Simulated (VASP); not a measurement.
Runs of VASP 6.6.1 on LiSm. The structure is that of space group Pm-3m (No. 221), or close to it. The cells are those of the table. The cell was built from a structure type or drawn by symmetry, and may not be a known phase.

```tsv
task	cell	k mesh	gap on the mesh (eV)	pressure (GPa)	relaxed volume (Å³/atom)
single point	a = 3.766 Å, 2 atoms	6 × 6 × 6	none	0.3	-
single point	a = 3.574 Å, 2 atoms	6 × 6 × 6	none	(a)	-
relaxation of cell and atoms	relaxed from a = 3.574 Å, 2 atoms	6 × 6 × 6	none	-0.2	(b)
relaxation of cell and atoms	relaxed from a = 3.766 Å, 2 atoms	14 × 14 × 14	none	0.0	26.96
single point	a = 3.773 Å, 2 atoms	14 × 14 × 14	none	0.2	-
```

Alike in all rows: level PBE; potentials or basis VASP PAW PBE potentials, release 64 (Li_sv, Sm_3), 4f in core; no spin polarisation; smearing gaussian 0.1 eV.

Problem. Estimate the missing entries.

Solution. (a) 5.8; (b) 27.09.

Caveats: spin-orbit coupling is left out, which moves the levels of the heavy elements; the 4f electrons are frozen in the core, so they carry no moment and show no levels; the cell stands under pressure (at least some runs); the volume moved by over 15 % at a fixed basis, so the end points are rough (at least some runs).

A k mesh can miss the band edges, and the runs leave out spin-orbit coupling on Sm.

A gap of «none» marks levels without a gap at the run's occupations.
